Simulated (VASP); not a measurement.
# InO2 (P-6m2) in VASP: notebook

Runs on InO2. Level: PBE. Tasks: single point, relaxation of cell and atoms.

Everything below comes from runs of VASP 6.6.1. Logs are shortened: lines on timing, memory, paths and dates and some standing lists are left out, and cuts for length are marked.

## (1) The cell of the first run

It takes space group P-6m2 (No. 187, hexagonal). Conventional cell: a = 3.294 Å, b = 3.294 Å, c = 4.349 Å, α = 90.00°, β = 90.00°, γ = 120.00°. In (site symmetry -6m2) has 6 O at 2.22 Å within 2.9 Å. Within 2.7 Å of O (site symmetry 3m) lie 2 O at 2.04 to 2.31 Å and 3 In at 2.22 Å.

## (2) Single point, PBE, collinear spin, ferromagnetic start

INCAR reads:

```
SYSTEM = InO2
ALGO = Normal ; EDIFF = 1E-6
ENCUT = 520 ; GGA = PE
ISIF = 2 ; ISMEAR = 0
ISPIN = 2 ; LASPH = .TRUE.
LCHARG = .TRUE. ; LELF = .TRUE.
LORBIT = 11 ; LREAL = .FALSE.
LVHAR = .TRUE. ; LWAVE = .FALSE.
MAGMOM = 0 1 1 ; NBANDS = 24
NELM = 150 ; PREC = Accurate
SIGMA = 0.1
```

KPOINTS reads:

```
k-points
0
G
  12 12 2
  0 0 0
```

POSCAR reads:

```
InO2
1.0
    3.2940996518      0.0000000000      0.0000000000
   -1.6470498259      2.8527739810      0.0000000000
    0.0000000000      0.0000000000      4.3487803611
In O
1 2
Direct
    0.0000000000      0.0000000000      0.0000000000
    0.3333333333      0.6666666667      0.7348953650
    0.3333333333      0.6666666667      0.2651046350
```

Potentials or basis: VASP PAW PBE potentials, release 64 (In_d, O).

On the command line:

```sh
cat potpaw_PBE.64/In_d/POTCAR potpaw_PBE.64/O/POTCAR > POTCAR
mpirun -np 1 vasp_std > vasp.out
```

OUTCAR:

```text
SYSTEM = InO2
   EDIFF = 1E-6
   ENCUT = 520
   GGA = PE
   ISIF = 2
   ISMEAR = 0
   ISPIN = 2
   LASPH = .TRUE.
   LORBIT = 11
   LREAL = .FALSE.
   NELM = 150
   PREC = Accurate

 ion  position               nearest neighbor table
   1  0.000  0.000  0.000-   2 2.22   3 2.22   2 2.22   3 2.22   2 2.22   3 2.22
   2  0.333  0.667  0.735-   1 2.22   1 2.22   1 2.22
   3  0.333  0.667  0.265-   1 2.22   1 2.22   1 2.22

  LATTYP: Found a hexagonal cell.
 ALAT       =     3.2940996518
 C/A-ratio  =     1.3201726787

  Lattice vectors:

 A1 = (   3.2940996518,   0.0000000000,   0.0000000000)
 A2 = (  -1.6470498259,   2.8527739810,   0.0000000000)
 A3 = (   0.0000000000,   0.0000000000,   4.3487803611)

Analysis of symmetry for initial positions (statically):
=====================================================================
 Subroutine PRICEL returns:
 Original cell was already a primitive cell.

 Routine SETGRP: Setting up the symmetry group for a
 hexagonal supercell.

 Subroutine GETGRP returns: Found 12 space group operations
 (whereof 12 operations were pure point group operations)
 out of a pool of 24 trial point group operations.

The static configuration has the point symmetry D_3h.

Analysis of symmetry for dynamics (positions and initial velocities):
=====================================================================
 Subroutine PRICEL returns:
 Original cell was already a primitive cell.

 Routine SETGRP: Setting up the symmetry group for a
 hexagonal supercell.

 Subroutine GETGRP returns: Found 12 space group operations
 (whereof 12 operations were pure point group operations)
 out of a pool of 24 trial point group operations.

The dynamic configuration has the point symmetry D_3h.

Analysis of structural, dynamic, and magnetic symmetry:
=====================================================================
 Subroutine PRICEL returns:
 Original cell was already a primitive cell.

 Routine SETGRP: Setting up the symmetry group for a
 hexagonal supercell.

 Subroutine GETGRP returns: Found 12 space group operations
 (whereof 12 operations were pure point group operations)
 out of a pool of 24 trial point group operations.

The overall configuration has the point symmetry D_3h.

 Subroutine INISYM returns: Found 12 space group operations
 (whereof 12 operations are pure point group operations),
 and found     1 'primitive' translations

----------------------------------------------------------------------------------------

                                     Primitive cell

  volume of cell :      40.8669

  direct lattice vectors                    reciprocal lattice vectors
     3.294099652  0.000000000  0.000000000     0.303573087  0.175268003  0.000000000
    -1.647049826  2.852773981  0.000000000     0.000000000  0.350536007  0.000000000
     0.000000000  0.000000000  4.348780361     0.000000000  0.000000000  0.229949530

  length of vectors
     3.294099652  3.294099652  4.348780361     0.350536007  0.350536007  0.229949530

  position of ions in fractional coordinates (direct lattice)
     0.000000000  0.000000000  0.000000000
     0.333333333  0.666666667  0.734895365
     0.333333333  0.666666667  0.265104635

  ion indices of the primitive-cell ions
   primitive index   ion index
                 1           1
                 2           2
                 3           3

----------------------------------------------------------------------------------------

 KPOINTS: k-points

Automatic generation of k-mesh.
 Grid dimensions read from file:
 generate k-points for:   12   12    2

 Generating k-lattice:

  Cartesian coordinates                     Fractional coordinates (reciprocal lattice)
     0.025297757  0.014605667  0.000000000     0.083333333  0.000000000  0.000000000
     0.000000000  0.029211334  0.000000000     0.000000000  0.083333333  0.000000000
     0.000000000  0.000000000  0.114974765     0.000000000  0.000000000  0.500000000

  Length of vectors
     0.029211334  0.029211334  0.114974765

  Shift w.r.t. Gamma in fractional coordinates (k-lattice)
     0.000000000  0.000000000  0.000000000

 Subroutine IBZKPT returns following result:
 ===========================================

 Found     38 irreducible k-points:

 Following reciprocal coordinates:
            Coordinates               Weight
  0.000000  0.000000  0.000000      1.000000
  0.083333  0.000000  0.000000      6.000000
  0.166667  0.000000  0.000000      6.000000
  0.250000  0.000000  0.000000      6.000000
  0.333333  0.000000  0.000000      6.000000
  0.416667  0.000000  0.000000      6.000000
[... 16 lines left out ...]
  0.250000  0.000000  0.500000      6.000000
  0.333333  0.000000  0.500000      6.000000
 [... further k-points ...]
   k-points           NKPTS =     38   k-points in BZ     NKDIM =     38   number of bands    NBANDS=     24
   number of dos      NEDOS =    301   number of ions     NIONS =      3
   total plane-waves  NPLWV =  18432
   dimension x,y,z NGX =    24 NGY =   24 NGZ =   32
   dimension x,y,z NGXF=    48 NGYF=   48 NGZF=   64
   ions per type =               1   2
   NGX,Y,Z   is equivalent  to a cutoff of  12.11, 12.11, 12.23 a.u.
   NGXF,Y,Z  is equivalent  to a cutoff of  24.22, 24.22, 24.47 a.u.
 SYSTEM =  InO2
   PREC   = accura    normal or accurate (medium, high low for compatibility)
   ISTART =      0    job   : 0-new  1-cont  2-samecut
   ICHARG =      2    charge: 1-file 2-atom 10-const
   ISPIN  =      2    spin polarized calculation?
   LNONCOLLINEAR =      F non collinear calculations
   LSORBIT =      F    spin-orbit coupling
   LASPH  =      T    aspherical Exc in radial PAW
   ENCUT  =  520.0 eV  38.22 Ry    6.18 a.u.   6.12  6.12  8.09*2*pi/ulx,y,z
   NELM   =    150;   NELMIN=  2; NELMDL= -5     # of ELM steps
   EDIFF  = 0.1E-05   stopping-criterion for ELM
   LREAL  =      F    real-space projection
   EDIFFG = 0.1E-04   stopping-criterion for IOM
   NSW    =      0    number of steps for IOM
   IBRION =     -1    ionic relax: 0-MD 1-quasi-New 2-CG
   NFREE  =      0    steps in history (QN), initial steepest desc. (CG)
   ISIF   =      2    stress and relaxation
   ISYM   =      2    0-nonsym 1-usesym 2-fastsym
   POTIM  = 0.5000    time-step for ionic-motion
   TEBEG  =    0.0;   TEEND  =   0.0 temperature during run
   PSTRESS=    0.0 pullay stress
   NELECT =      25.0000    total number of electrons
   NUPDOWN=      -1.0000    fix difference up-down
   EMIN   =  10.00;   EMAX   =-10.00  energy-range for DOS
   EFERMI =   0.00;   METHOD = LEGACY
   ISMEAR =     0;   SIGMA  =   0.10  broadening in eV -4-tet -1-fermi 0-gaus
   EFERMI_NEDOS =   21; number of points for ismear=-14 and -15
   IALGO  =     38    algorithm
   IMIX   =      4    mixing-type and parameters
     AMIX     =   0.40;   BMIX     =  1.00
     AMIX_MAG =   1.60;   BMIX_MAG =  1.00
  volume/ion in A,a.u.               =      13.62        91.93
  Fermi-wavevector in a.u.,A,eV,Ry     =   1.389732  2.626212 26.277671  1.931354
  Thomas-Fermi vector in A             =   2.513734
   LORBIT       =     11    0 simple, 1 ext, 2 COOP (PROOUT), +10 PAW based schemes
   GGA     = PE    functional components
   LHFCALC =     F    Hartree Fock is set to
   AEXX    =    0.0000 exact exchange contribution
   IVDW    =     0    specifies the selected vdW correction
   LEPSILON=     F    determine dielectric tensor
   LRPA    =     F    only Hartree local field effects (RPA)
 spin polarized calculation
 Gauss-broadening in eV      SIGMA  =   0.10
  energy-cutoff  :      520.00
  volume of cell :       40.87
 maximum number of plane-waves:      1122
   NGX = 13   NGY = 13   NGZ = 17

 number of electron      25.0000015 magnetization      -0.0000923

 number of electron      25.0000015 magnetization       0.0000424

 Free energy of the ion-electron system (eV)
  ---------------------------------------------------
  ext. energy  EPLUGINS =         0.00000000
  ---------------------------------------------------
  free energy    TOTEN  =       -15.04222021 eV

  energy without entropy =      -15.04222021  energy(sigma->0) =      -15.04222021

 E-fermi :   4.2083     XC(G=0): -10.4007

 val. band max:        3.7709552618   @ k =   0.5000   0.0000   0.0000
 cond. band min:       4.7020407874   @ k =   0.0000   0.0000   0.0000
 fundamental gap:      0.9310855256
 Fermi energy:         4.2082886776

 spin component 1

 k-point     1 :       0.0000    0.0000    0.0000
  band No.  band energies     occupation
      1     -14.2924      1.00000
      2     -11.6268      1.00000
      3      -8.9866      1.00000
      4      -8.9866      1.00000
      5      -8.8798      1.00000
      6      -8.6382      1.00000
[... 16 lines left out ...]
     23      25.4148      0.00000
     24      25.5384      0.00000

 k-point     2 :       0.0833    0.0000    0.0000
  band No.  band energies     occupation
      1     -14.2639      1.00000
      2     -11.6547      1.00000
      3      -8.9756      1.00000
      4      -8.9590      1.00000
      5      -8.8610      1.00000
      6      -8.6449      1.00000
[... 16 lines left out ...]
     23      25.5620      0.00000
     24      26.0085      0.00000

 k-point     3 :       0.1667    0.0000    0.0000
  band No.  band energies     occupation
      1     -14.1870      1.00000
      2     -11.7265      1.00000
      3      -8.9431      1.00000
      4      -8.8825      1.00000
      5      -8.8045      1.00000
      6      -8.6633      1.00000
[... 16 lines left out ...]
     23      25.5419      0.00000
     24      25.9901      0.00000
[... 514 lines left out ...]
 k-point    23 :       0.2500    0.0000    0.5000
  band No.  band energies     occupation
      1     -13.2444      1.00000
      2     -12.9760      1.00000
      3      -8.8316      1.00000
      4      -8.7714      1.00000
      5      -8.7004      1.00000
      6      -8.6067      1.00000
[... 16 lines left out ...]
     23      24.9254      0.00000
     24      27.5409      0.00000

 k-point    24 :       0.3333    0.0000    0.5000
  band No.  band energies     occupation
      1     -13.1601      1.00000
      2     -12.9895      1.00000
      3      -8.7269      1.00000
      4      -8.7257      1.00000
      5      -8.6613      1.00000
      6      -8.5184      1.00000
[... 16 lines left out ...]
     23      25.6684      0.00000
     24      27.3508      0.00000

 [... further k-points ...]

 spin component 2

 k-point     1 :       0.0000    0.0000    0.0000
  band No.  band energies     occupation
      1     -14.2923      1.00000
      2     -11.6267      1.00000
      3      -8.9866      1.00000
      4      -8.9866      1.00000
      5      -8.8798      1.00000
      6      -8.6382      1.00000
[... 16 lines left out ...]
     23      25.4148      0.00000
     24      25.5384      0.00000

 k-point     2 :       0.0833    0.0000    0.0000
  band No.  band energies     occupation
      1     -14.2638      1.00000
      2     -11.6546      1.00000
      3      -8.9756      1.00000
      4      -8.9590      1.00000
      5      -8.8610      1.00000
      6      -8.6450      1.00000
[... 16 lines left out ...]
     23      25.5620      0.00000
     24      26.0085      0.00000

 k-point     3 :       0.1667    0.0000    0.0000
  band No.  band energies     occupation
      1     -14.1869      1.00000
      2     -11.7264      1.00000
      3      -8.9432      1.00000
      4      -8.8825      1.00000
      5      -8.8045      1.00000
      6      -8.6634      1.00000
[... 16 lines left out ...]
     23      25.5418      0.00000
     24      25.9901      0.00000
[... 514 lines left out ...]
 k-point    23 :       0.2500    0.0000    0.5000
  band No.  band energies     occupation
      1     -13.2444      1.00000
      2     -12.9759      1.00000
      3      -8.8316      1.00000
      4      -8.7714      1.00000
      5      -8.7004      1.00000
      6      -8.6068      1.00000
[... 16 lines left out ...]
     23      24.9253      0.00000
     24      27.5374      0.00000

 k-point    24 :       0.3333    0.0000    0.5000
  band No.  band energies     occupation
      1     -13.1600      1.00000
      2     -12.9894      1.00000
      3      -8.7269      1.00000
      4      -8.7257      1.00000
      5      -8.6613      1.00000
      6      -8.5184      1.00000
[... 16 lines left out ...]
     23      25.6684      0.00000
     24      27.3507      0.00000

 [... further k-points ...]

------------------------ aborting loop because EDIFF is reached ----------------------------------------

  FORCE on cell =-STRESS in cart. coord.  units (eV):
  Direction    XX          YY          ZZ          XY          YZ          ZX
  --------------------------------------------------------------------------------------
  -------------------------------------------------------------------------------------
  Total        0.1027122      0.1027122      0.0443073      0.0000000      0.0000000      0.0000000
  in kB        4.0268079      4.0268079      1.7370561      0.0000000      0.0000000      0.0000000
  external PRESSURE =       3.2635573 kB  Pullay stress =       0.0000000 kB

 VOLUME and BASIS-vectors are now :
 -----------------------------------------------------------------------------
  energy-cutoff  :      520.00
  volume of cell :       40.87
      direct lattice vectors                 reciprocal lattice vectors
     3.294099652  0.000000000  0.000000000     0.303573087  0.175268003  0.000000000
    -1.647049826  2.852773981  0.000000000     0.000000000  0.350536007  0.000000000
     0.000000000  0.000000000  4.348780361     0.000000000  0.000000000  0.229949530

 POSITION                                       TOTAL-FORCE (eV/Angst)
 -----------------------------------------------------------------------------------
      0.00000      0.00000      0.00000         0.000000     -0.000000      0.000000
     -0.00000      1.90185      3.19590        -0.000000      0.000000     -0.068533
     -0.00000      1.90185      1.15288        -0.000000      0.000000      0.068533
 -----------------------------------------------------------------------------------
    total drift:                                0.000000     -0.000000     -0.000000

  FREE ENERGIE OF THE ION-ELECTRON SYSTEM (eV)
  ---------------------------------------------------
  free  energy   TOTEN  =       -15.0422202131 eV

  energy  without entropy=      -15.0422202131  energy(sigma->0) =      -15.04222021

 total charge

# of ion       s       p       d       tot
------------------------------------------
    1        0.654   0.622  10.029  11.305
    2        1.603   3.264   0.000   4.867
    3        1.603   3.264   0.000   4.867
--------------------------------------------------
tot          3.860   7.150  10.029  21.039

 magnetization (x)

# of ion       s       p       d       tot
------------------------------------------
    1       -0.000  -0.000  -0.000  -0.000
    2       -0.000   0.000   0.000   0.000
    3       -0.000   0.000   0.000   0.000
--------------------------------------------------
tot         -0.000   0.000  -0.000  -0.000
```

Wall time 45 s (1 thread of Intel Xeon Platinum 8488C (Sapphire Rapids), shared host); peak memory 0.19 GiB.

What came out:

- Free energy: -15.0422 eV
- Pressure: 0.3 GPa
- Largest force: 0.069 eV/Å
- Net moment: 0.00 μB per cell
- Valence electrons inside the program's atomic spheres: In 11.30; O 4.87

Forces in eV/Å, atoms in the order of the input:
```
In   0.000  0.000  0.000
O    0.000  0.000 -0.069
O    0.000  0.000  0.069
```

Caveat: the k points lie up to 0.72 Å⁻¹ apart; spin-orbit coupling is left out, which moves the levels of the heavy elements.

[end of part 1 of 2]
